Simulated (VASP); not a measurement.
Write the native input for VASP 6.6.1 that does the following.

```yaml
Task: single point
Functional: PBE
Potentials_or_basis: VASP PAW PBE potentials, release 64 (Cd)
Cutoff: 520 eV
k_mesh: 14 × 14 × 14
Occupations: fermi-dirac, width 0.0612256 eV
Spin: no spin polarisation
Dipole_correction: no
Further_INCAR_settings: ALGO = Normal; EDIFF = 1e-06; NBANDS = 12
```

The structure of Cd lies in POSCAR:

```
Cd
1.0
    0.0000000000      2.2672112002      2.2672112002
    2.2672112002      0.0000000000      2.2672112002
    2.2672112002      2.2672112002      0.0000000000
Cd
1
Direct
    0.0000000000      0.0000000000      0.0000000000
```

This isn't the form of Cd at room conditions, which is hcp.

These files were run (other wordings do the same):

INCAR

```
SYSTEM = Cd
  PREC = Accurate
  ENCUT = 520
  EDIFF = 1E-6
  ISMEAR = -1
  SIGMA = 0.06122561905347299
  LREAL = .FALSE.
  LASPH = .TRUE.
  NELM = 80
  ALGO = Normal
  ISIF = 2
  LWAVE = .FALSE.
  LCHARG = .FALSE.
  GGA = PE
  NBANDS = 12
```

KPOINTS

```
regular mesh
0
G
  14 14 14
  0 0 0
```

Potentials or basis: VASP PAW PBE potentials, release 64 (Cd).

Command:

```console
$ cat potpaw_PBE.64/Cd/POTCAR > POTCAR
$ mpirun -np 1 vasp_std > vasp.out
```

It gave:

```
Pressure               : -0.7 GPa
Band gap on the k mesh : zero (bands 6 and 7 overlap by 2.82 eV)
```

Run time: 16 s on 1 thread of Intel Xeon 8259CL (shared host), peak memory 0.16 GiB.
